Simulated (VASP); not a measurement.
# O: single point with LDA

O:

```xyz
1
Lattice="-1.1398 1.1398 1.1398 1.1398 -1.1398 1.1398 1.1398 1.1398 -1.1398" Properties=species:S:1:pos:R:3 pbc="T T T"
O     0.0000    0.0000    0.0000
```

This cell differs from its parent crystal: volume scaled by 0.84.

```
Program             : VASP 6.6.1
Task                : single point
Functional          : LDA
Potentials or basis : VASP PAW LDA potentials, release 64 (O)
Cutoff              : 520 eV
k mesh              : 21 × 21 × 21
Occupations         : fermi-dirac, width 0.1 eV
Spin                : no spin polarisation
```

| Quantity | Value |
| --- | --- |
| Pressure | 53.8 GPa |
| Band gap on the k mesh | zero (band 3 reaches 8.82 eV, above the bottom of band 4 at 1.74 eV) |

Levels at points of the mesh, in eV from the Fermi level:
```csv
k point,band 1,band 2,band 3,band 4,band 5,band 6,band 7,band 8
"(0.00, 0.00, 0.00)",-24.85,2.72,2.72,2.72,24.54,39.93,39.93,39.93
```

Wall time 6.1 s on 1 thread of Intel(R) Xeon(R) Platinum 8259CL CPU @ 2.50GHz (Skylake/Cascade Lake), with other jobs on the host, peak memory 0.12 GiB.
